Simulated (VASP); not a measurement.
A run of VASP 6.6.1 is set up as follows.

The input INCAR:

```
SYSTEM = Te2Mo
ALGO = Normal
EDIFF = 1E-6
ENCUT = 520
GGA = PS
ISIF = 2
ISMEAR = 0
LASPH = .True.
LCHARG = .False.
LREAL = .False.
LWAVE = .False.
NBANDS = 35
NELM = 60
PREC = Accurate
SIGMA = 0.05
```

File KPOINTS:

```
k-points
0
Gamma
  12 12 2
  0 0 0
```

Contents of POSCAR:

```
Te2Mo
1.0
    3.6686939548      0.0000000000      0.0000000000
   -1.8343469774      3.1771821636      0.0000000000
    0.0000000000      0.0000000000     14.0085389608
Te Mo
4 2
Direct
    0.3333333333      0.6666666667      0.6211281373
    0.6666666667      0.3333333333      0.1211281373
    0.3333333333      0.6666666667      0.8788718627
    0.6666666667      0.3333333333      0.3788718627
    0.3333333333      0.6666666667      0.2500000000
    0.6666666667      0.3333333333      0.7500000000
```

Potentials or basis: VASP PAW PBE potentials, release 64 (Te, Mo_sv).

Launch:

```console
$ cat potpaw_PBE.64/Te/POTCAR potpaw_PBE.64/Mo_sv/POTCAR > POTCAR
$ mpirun -np 1 vasp_std > vasp.out
```

Predict the pressure.

-7.4 GPa.

Predict the band gap on the k mesh.

0.56 eV, indirect (least direct gap 0.80 eV).

Forces in eV/Å, atoms in the order of the input:
```
Te   0.000  0.000  0.743
Te   0.000  0.000  0.743
Te   0.000  0.000 -0.743
Te   0.000  0.000 -0.743
Mo   0.000  0.000  0.000
Mo   0.000  0.000  0.000
```

Caveat: the cell differs from its parent crystal (strain +0.050 along x and y, +0.000 along z); the PAW data sets were made with another functional, which shifts forces and pressure a little; spin-orbit coupling is left out, which moves the levels of the heavy elements; this functional lacks dispersion, which binds the layers, so the pressure and a relaxed spacing across them are unreliable. A k mesh can miss the band edges.
